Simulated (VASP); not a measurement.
A run of VASP 6.6.1 is set up as follows.

The input INCAR:

```
ALGO = Normal
EDIFF = 1E-6
ENCUT = 520
GGA = PS
ISIF = 2
ISMEAR = -1
LASPH = True
LCHARG = False
LREAL = False
LWAVE = False
NBANDS = 16
NELM = 100
PREC = Accurate
SIGMA = 0.05
```

The input KPOINTS:

```
k-points
0
Gamma
  10 10 6
```

POSCAR

```
WC
1.0
    1.6403461100     -2.1180379000      0.0000000000
    1.6403461100      2.1180379000      0.0000000000
    0.0000000000      0.0000000000      4.3094211000
W C
1 1
Direct
    0.5000000000      0.5000000000      0.5000000000
    0.0000000000      0.0000000000      0.0000000000
```

Potentials or basis: VASP PAW PBE potentials, release 64 (W_sv, C).

The run is started by

```console
$ cat potpaw_PBE.64/W_sv/POTCAR potpaw_PBE.64/C/POTCAR > POTCAR
$ mpirun -np 1 vasp_std > vasp.out
```

(1) Estimate the pressure.

(2) Predict the band gap on the k mesh.

## Answers

(1) -37.6 GPa.

(2) zero (bands 9 and 10 overlap by 4.10 eV).

Caveat: the cell stands under tension; the PAW data sets were made with another functional, which shifts forces and pressure a little; spin-orbit coupling is left out, which moves the levels of the heavy elements.
